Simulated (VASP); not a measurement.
# Nb (P1) in VASP: single point with PBE+D3(BJ)

Aim: the single point of Nb with PBE+D3(BJ).

All numbers are computed with VASP 6.6.1; they aren't measurements. Logs are shortened: lines on timing, memory, paths and dates and some standing lists are left out, and cuts for length are marked.

## (1) The cell of the first run

The typed cell holds 16 atoms: a = 6.708 Å, b = 6.708 Å, c = 6.708 Å, α = 90.00°, β = 90.00°, γ = 90.00°.

## (2) Single point, PBE+D3(BJ)

The input, INCAR:

```
ALGO = All ; EDIFF = 1E-6
ENCUT = 480 ; GGA = PE
GGA_COMPAT = F ; ISEARCH = 1
ISIF = 2 ; ISMEAR = -1
IVDW = 12 ; KPAR = 2
LASPH = T ; LCHARG = F
LREAL = F ; LWAVE = F
NBANDS = 118 ; NELM = 300
PREC = Accurate ; SIGMA = 0.36
```

The input, KPOINTS:

```
k-points
0
Gamma
  2 2 2
```

The input, POSCAR:

```
Nb
1.0
    6.7082160000      0.0000000000      0.0000000000
    0.0000000000      6.7082160000      0.0000000000
    0.0000000000      0.0000000000      6.7082160000
Nb
16
Direct
    0.0420081882      0.0093616544     -0.0163083598
    0.5023690352      0.0422914229      0.0547388456
    0.0080796444      0.5070051412     -0.0064398642
    0.0580929416     -0.0185295166      0.4786369431
    0.2415396284      0.2426427533      0.2687599803
    0.4574837781      0.4718393087      0.0110908772
    0.5565712255     -0.0085417643      0.5365211854
    0.7883616151      0.2187764974      0.2411073227
   -0.0274141441      0.5132064919      0.5200339405
    0.2443868832      0.7386017385      0.2656443979
    0.2817291512      0.2721587975      0.7436105218
    0.4817972468      0.5450182284      0.4953477944
    0.7488727256      0.7348600582      0.2311195704
    0.7786123762      0.2574454967      0.7257667314
    0.2537783518      0.7404353110      0.7512131392
    0.7472329454      0.7953381346      0.7756607718
```

Potentials or basis: VASP PAW PBE potentials, release 64 (Nb_sv).

The run is started by

```sh
> cat potpaw_PBE.64/Nb_sv/POTCAR > POTCAR
> mpirun -np 4 vasp_std > vasp.out
```

OUTCAR:

```text
EDIFF = 1E-6
   ENCUT = 480
   GGA = PE
   ISIF = 2
   ISMEAR = -1
   IVDW = 12
   LASPH = T
   LREAL = F
   NELM = 300
   PREC = Accurate
 IVDW          = 12

 ion  position               nearest neighbor table
   1  0.042  0.009  0.984-  15 2.78   8 2.80   5 2.81  16 2.81  11 2.88  10 2.95  14 2.98
   2  0.502  0.042  0.055-   8 2.58   5 2.63  13 2.90   6 2.91  11 2.99  16 2.99  10 3.02
   3  0.008  0.507  0.994-  15 2.79  13 2.81  10 2.87  14 2.90  11 2.94   8 2.94  16 2.99   5 3.00
                             6 3.03
   4  0.058  0.981  0.479-  10 2.50   5 2.56  15 2.77   8 2.89  11 3.04
   5  0.242  0.243  0.269-   4 2.56   2 2.63   6 2.73   1 2.81   3 3.00  12 3.00
   6  0.457  0.472  0.011-  11 2.53   5 2.73  15 2.86  10 2.86   2 2.91  13 3.02   3 3.03
   7  0.557  0.991  0.537-  16 2.44  14 2.65   8 2.94  13 2.97  11 2.98  15 3.01
   8  0.788  0.219  0.241-   2 2.58   1 2.80   4 2.89   3 2.94   7 2.94   9 2.99
   9  0.973  0.513  0.520-  14 2.56  13 2.87  15 2.88  10 2.92  16 2.97   8 2.99  11 3.03
  10  0.244  0.739  0.266-   4 2.50  12 2.57   6 2.86   3 2.87   9 2.92   1 2.95   2 3.02
  11  0.282  0.272  0.744-   6 2.53  12 2.82   1 2.88   3 2.94   7 2.98   2 2.99   9 3.03   4 3.04

  12  0.482  0.545  0.495-  10 2.57  15 2.65  11 2.82  13 2.82   5 3.00
  13  0.749  0.735  0.231-   3 2.81  12 2.82   9 2.87   2 2.90   7 2.97   6 3.02
  14  0.779  0.257  0.726-   9 2.56   7 2.65   3 2.90   1 2.98
  15  0.254  0.740  0.751-  12 2.65   4 2.77   1 2.78   3 2.79   6 2.86   9 2.88   7 3.01
  16  0.747  0.795  0.776-   7 2.44   1 2.81   9 2.97   3 2.99   2 2.99

  LATTYP: Found a simple cubic cell.
 ALAT       =     6.7082160000

  Lattice vectors:

 A1 = (   6.7082160000,   0.0000000000,   0.0000000000)
 A2 = (   0.0000000000,   6.7082160000,   0.0000000000)
 A3 = (   0.0000000000,   0.0000000000,   6.7082160000)

Analysis of symmetry for initial positions (statically):
=====================================================================
 Subroutine PRICEL returns:
 Original cell was already a primitive cell.

 Routine SETGRP: Setting up the symmetry group for a
 simple cubic supercell.

 Subroutine GETGRP returns: Found  1 space group operations
 (whereof  1 operations were pure point group operations)
 out of a pool of 48 trial point group operations.

The static configuration has the point symmetry C_1 .

Analysis of symmetry for dynamics (positions and initial velocities):
=====================================================================
 Subroutine PRICEL returns:
 Original cell was already a primitive cell.

 Routine SETGRP: Setting up the symmetry group for a
 simple cubic supercell.

 Subroutine GETGRP returns: Found  1 space group operations
 (whereof  1 operations were pure point group operations)
 out of a pool of 48 trial point group operations.

The dynamic configuration has the point symmetry C_1 .

 Subroutine INISYM returns: Found  1 space group operations
 (whereof  1 operations are pure point group operations),
 and found     1 'primitive' translations

----------------------------------------------------------------------------------------

                                     Primitive cell

  volume of cell :     301.8708

  direct lattice vectors                    reciprocal lattice vectors
     6.708216000  0.000000000  0.000000000     0.149070930  0.000000000  0.000000000
     0.000000000  6.708216000  0.000000000     0.000000000  0.149070930  0.000000000
     0.000000000  0.000000000  6.708216000     0.000000000  0.000000000  0.149070930

  length of vectors
     6.708216000  6.708216000  6.708216000     0.149070930  0.149070930  0.149070930

  position of ions in fractional coordinates (direct lattice)
     0.042008188  0.009361654  0.983691640
     0.502369035  0.042291423  0.054738846
     0.008079644  0.507005141  0.993560136
     0.058092942  0.981470483  0.478636943
     0.241539628  0.242642753  0.268759980
     0.457483778  0.471839309  0.011090877
[... 8 lines left out ...]
     0.253778352  0.740435311  0.751213139
     0.747232945  0.795338135  0.775660772

  ion indices of the primitive-cell ions
   primitive index   ion index
                 1           1
                 2           2
                 3           3
                 4           4
                 5           5
                 6           6
[... 8 lines left out ...]
                15          15
                16          16

----------------------------------------------------------------------------------------

 KPOINTS: k-points

Automatic generation of k-mesh.
 Grid dimensions read from file:
 generate k-points for:    2    2    2

 Generating k-lattice:

  Cartesian coordinates                     Fractional coordinates (reciprocal lattice)
     0.074535465  0.000000000  0.000000000     0.500000000  0.000000000  0.000000000
     0.000000000  0.074535465  0.000000000     0.000000000  0.500000000  0.000000000
     0.000000000  0.000000000  0.074535465     0.000000000  0.000000000  0.500000000

  Length of vectors
     0.074535465  0.074535465  0.074535465

  Shift w.r.t. Gamma in fractional coordinates (k-lattice)
     0.000000000  0.000000000  0.000000000

 Subroutine IBZKPT returns following result:
 ===========================================

 Found      8 irreducible k-points:

 Following reciprocal coordinates:
            Coordinates               Weight
  0.000000  0.000000  0.000000      1.000000
  0.500000  0.000000  0.000000      1.000000
  0.000000  0.500000  0.000000      1.000000
  0.000000  0.000000  0.500000      1.000000
  0.500000  0.500000  0.000000      1.000000
  0.000000  0.500000  0.500000      1.000000
  0.500000  0.000000  0.500000      1.000000
  0.500000  0.500000  0.500000      1.000000
   k-points           NKPTS =      8   k-points in BZ     NKDIM =      8   number of bands    NBANDS=    118
   number of dos      NEDOS =    301   number of ions     NIONS =     16
   total plane-waves  NPLWV = 110592
   dimension x,y,z NGX =    48 NGY =   48 NGZ =   48
   dimension x,y,z NGXF=    96 NGYF=   96 NGZF=   96
   ions per type =              16
   NGX,Y,Z   is equivalent  to a cutoff of  11.90, 11.90, 11.90 a.u.
   NGXF,Y,Z  is equivalent  to a cutoff of  23.79, 23.79, 23.79 a.u.
 SYSTEM =  unknown system
   PREC   = accura    normal or accurate (medium, high low for compatibility)
   ISTART =      0    job   : 0-new  1-cont  2-samecut
   ICHARG =      2    charge: 1-file 2-atom 10-const
   ISPIN  =      1    spin polarized calculation?
   LNONCOLLINEAR =      F non collinear calculations
   LSORBIT =      F    spin-orbit coupling
   LASPH  =      T    aspherical Exc in radial PAW
   ENCUT  =  480.0 eV  35.28 Ry    5.94 a.u.  11.98 11.98 11.98*2*pi/ulx,y,z
   NELM   =    300;   NELMIN=  2; NELMDL= -5     # of ELM steps
   EDIFF  = 0.1E-05   stopping-criterion for ELM
   LREAL  =      F    real-space projection
   EDIFFG = 0.1E-04   stopping-criterion for IOM
   NSW    =      0    number of steps for IOM
   IBRION =     -1    ionic relax: 0-MD 1-quasi-New 2-CG
   NFREE  =      0    steps in history (QN), initial steepest desc. (CG)
   ISIF   =      2    stress and relaxation
   ISYM   =      2    0-nonsym 1-usesym 2-fastsym
   POTIM  = 0.5000    time-step for ionic-motion
   TEBEG  =    0.0;   TEEND  =   0.0 temperature during run
   PSTRESS=    0.0 pullay stress
   NELECT =     208.0000    total number of electrons
   NUPDOWN=      -1.0000    fix difference up-down
   EMIN   =  10.00;   EMAX   =-10.00  energy-range for DOS
   EFERMI =   0.00;   METHOD = LEGACY
   ISMEAR =    -1;   SIGMA  =   0.36  broadening in eV -4-tet -1-fermi 0-gaus
   EFERMI_NEDOS =   21; number of points for ismear=-14 and -15
   IALGO  =     58    algorithm
   IMIX   =      4    mixing-type and parameters
     AMIX     =   0.40;   BMIX     =  1.00
     AMIX_MAG =   1.60;   BMIX_MAG =  1.00
  volume/ion in A,a.u.               =      18.87       127.32
  Fermi-wavevector in a.u.,A,eV,Ry     =   1.445958  2.732464 28.446973  2.090794
  Thomas-Fermi vector in A             =   2.564081
   LORBIT       =      0    0 simple, 1 ext, 2 COOP (PROOUT), +10 PAW based schemes
   GGA     = PE    functional components
   LHFCALC =     F    Hartree Fock is set to
   AEXX    =    0.0000 exact exchange contribution
   IVDW    =    12    specifies the selected vdW correction
   LEPSILON=     F    determine dielectric tensor
   LRPA    =     F    only Hartree local field effects (RPA)
 non-spin polarized calculation
  energy-cutoff  :      480.00
  volume of cell :      301.87
 maximum number of plane-waves:      7248
 NGX is ok and might be reduce to    48
   NGX = 23   NGY = 23   NGZ = 23

 number of electron     208.0000002 magnetization

 Free energy of the ion-electron system (eV)
  ---------------------------------------------------
  ext. energy  EPLUGINS =         0.00000000
  ---------------------------------------------------
  free energy    TOTEN  =      -163.57798003 eV

  energy without entropy =     -156.12747558  energy(sigma->0) =     -159.85272780

 E-fermi :  10.7563     XC(G=0): -12.2161

 val. band max:       10.7510907637   @ k =   0.0000   0.5000   0.0000
 cond. band min:      10.7647223560   @ k =   0.5000   0.0000   0.5000
 fundamental gap:      0.0136315922
 Fermi energy:        10.7563369280

 k-point     1 :       0.0000    0.0000    0.0000
  band No.  band energies     occupation
      1     -43.9311      2.00000
      2     -43.8180      2.00000
      3     -43.7913      2.00000
      4     -43.7772      2.00000
      5     -43.7640      2.00000
      6     -43.7256      2.00000
[... 108 lines left out ...]
    115      12.4623      0.01736
    116      12.5782      0.01261

 k-point     2 :       0.5000    0.0000    0.0000
  band No.  band energies     occupation
      1     -43.8950      2.00000
      2     -43.8543      2.00000
      3     -43.8026      2.00000
      4     -43.7841      2.00000
      5     -43.7605      2.00000
      6     -43.7216      2.00000
[... 108 lines left out ...]
    115      12.1592      0.03983
    116      12.2465      0.03139

 k-point     3 :       0.0000    0.5000    0.0000
  band No.  band energies     occupation
      1     -43.8856      2.00000
      2     -43.8651      2.00000
      3     -43.8081      2.00000
      4     -43.7699      2.00000
      5     -43.7663      2.00000
      6     -43.7319      2.00000
[... 108 lines left out ...]
    115      12.2897      0.02789
    116      12.3807      0.02172

 k-point     4 :       0.0000    0.0000    0.5000
  band No.  band energies     occupation
      1     -43.8840      2.00000
      2     -43.8711      2.00000
      3     -43.7948      2.00000
      4     -43.7764      2.00000
      5     -43.7564      2.00000
      6     -43.7428      2.00000
[... 108 lines left out ...]
    115      12.3573      0.02317
    116      12.4791      0.01658

 k-point     5 :       0.5000    0.5000    0.0000
  band No.  band energies     occupation
      1     -43.8697      2.00000
      2     -43.8327      2.00000
      3     -43.8232      2.00000
      4     -43.7907      2.00000
      5     -43.7814      2.00000
      6     -43.7565      2.00000
[... 108 lines left out ...]
    115      12.1576      0.04001
    116      12.2546      0.03071

 k-point     6 :       0.0000    0.5000    0.5000
  band No.  band energies     occupation
      1     -43.8563      2.00000
      2     -43.8457      2.00000
      3     -43.8281      2.00000
      4     -43.8127      2.00000
      5     -43.7553      2.00000
      6     -43.7347      2.00000
[... 108 lines left out ...]
    115      12.0253      0.05726
    116      12.1967      0.03598

 k-point     7 :       0.5000    0.0000    0.5000
  band No.  band energies     occupation
      1     -43.8686      2.00000
      2     -43.8402      2.00000
      3     -43.8141      2.00000
      4     -43.7958      2.00000
      5     -43.7795      2.00000
      6     -43.7484      2.00000
[... 108 lines left out ...]
    115      12.0133      0.05915
    116      12.1798      0.03765

 k-point     8 :       0.5000    0.5000    0.5000
  band No.  band energies     occupation
      1     -43.8525      2.00000
      2     -43.8275      2.00000
      3     -43.8119      2.00000
      4     -43.7954      2.00000
      5     -43.7881      2.00000
      6     -43.7563      2.00000
[... 108 lines left out ...]
    115      12.6476      0.01041
    116      12.7743      0.00733
 [bands above 116 left out]

------------------------ aborting loop because EDIFF is reached ----------------------------------------

 Edisp (eV)  -11.22788

 E8    (eV) :    -5.4515

  FORCE on cell =-STRESS in cart. coord.  units (eV):
  Direction    XX          YY          ZZ          XY          YZ          ZX
  --------------------------------------------------------------------------------------
  -------------------------------------------------------------------------------------
  Total     -10.81548    -7.88538   -10.80043     0.02894    -0.84225     1.25515
  in kB     -57.40310   -41.85161   -57.32322     0.15361    -4.47024     6.66169
  external pressure =      -52.19 kB  Pullay stress =        0.00 kB

 VOLUME and BASIS-vectors are now :
 -----------------------------------------------------------------------------
  energy-cutoff  :      480.00
  volume of cell :      301.87
      direct lattice vectors                 reciprocal lattice vectors
     6.708216000  0.000000000  0.000000000     0.149070930  0.000000000  0.000000000
     0.000000000  6.708216000  0.000000000     0.000000000  0.149070930  0.000000000
     0.000000000  0.000000000  6.708216000     0.000000000  0.000000000  0.149070930

 POSITION                                       TOTAL-FORCE (eV/Angst)
 -----------------------------------------------------------------------------------
      0.28180      0.06280      6.59882        -0.834291     -0.427576      0.452783
      3.37000      0.28370      0.36720         0.467835     -1.966374     -2.018641
      0.05420      3.40110      6.66502        -0.919069     -0.538740     -0.101371
      0.38970      6.58392      3.21080        -2.528995      0.861077      2.024877
      1.62030      1.62770      1.80290         0.737473      1.116736      0.104154
      3.06890      3.16520      0.07440         2.274124      1.688490      0.372377
[... 8 lines left out ...]
      1.70240      4.96700      5.03930         0.270594      1.280653      0.722487
      5.01260      5.33530      5.20330         0.793064     -1.782016      0.473654
 -----------------------------------------------------------------------------------
    total drift:                               -0.001016      0.000375      0.000294

  FREE ENERGIE OF THE ION-ELECTRON SYSTEM (eV)
  ---------------------------------------------------
  free  energy   TOTEN  =      -174.8058616878 eV

  energy  without entropy=     -167.3553398109  energy(sigma->0) =     -171.08060075
```

Wall time 14 min (4 MPI ranks of Intel Xeon Platinum 8488C (Sapphire Rapids), shared host); peak memory 0.4 GiB.

What came out:

- Free energy: -174.8059 eV
- Pressure: -5.2 GPa
- Largest force: 3.352 eV/Å
- Band gap on the k mesh: zero (bands 104 and 105 overlap by 1.07 eV)
- Dispersion energy per atom: -0.702 eV

Forces on the atoms (eV/Å):
```
Nb  -0.834 -0.428  0.453
Nb   0.468 -1.966 -2.019
Nb  -0.919 -0.539 -0.101
Nb  -2.529  0.861  2.025
Nb   0.737  1.117  0.104
Nb   2.274  1.688  0.372
Nb  -1.824  0.867 -2.091
Nb  -0.380  1.606  0.676
Nb   1.227  0.018 -1.474
Nb   0.395  0.170 -1.444
Nb  -1.182 -1.031 -0.407
Nb   1.736 -2.397  0.724
Nb   0.291  0.563  0.548
Nb  -0.523 -0.029  1.439
Nb   0.271  1.281  0.722
Nb   0.793 -1.782  0.474
```

Levels at points of the mesh, in eV from the Fermi level:
```
           k point  band 102  band 103  band 104  band 105  band 106  band 107
(0.00, 0.00, 0.00)      0.27      0.30      0.41      0.51      0.56      0.66
(0.50, 0.00, 0.00)     -0.19      0.03      0.10      0.17      0.25      0.38
(0.00, 0.50, 0.00)     -0.18     -0.11     -0.01      0.22      0.33      0.36
(0.00, 0.00, 0.50)     -0.22     -0.10      0.04      0.10      0.27      0.36
(0.50, 0.50, 0.00)     -0.42     -0.38     -0.29     -0.20     -0.10      0.10
(0.00, 0.50, 0.50)     -0.40     -0.28     -0.22     -0.16      0.06      0.14
(0.50, 0.00, 0.50)     -0.46     -0.34     -0.27     -0.22     -0.07      0.01
(0.50, 0.50, 0.50)     -0.90     -0.84     -0.73     -0.66     -0.62     -0.47
```

Caveat: the k points lie up to 0.47 Å⁻¹ apart, too coarse for converged energies and pressures of a metal; so wide a smearing shifts energies and pressures; forces of over 1 eV/Å act on the atoms, so gaps and moduli don't describe the material at rest.
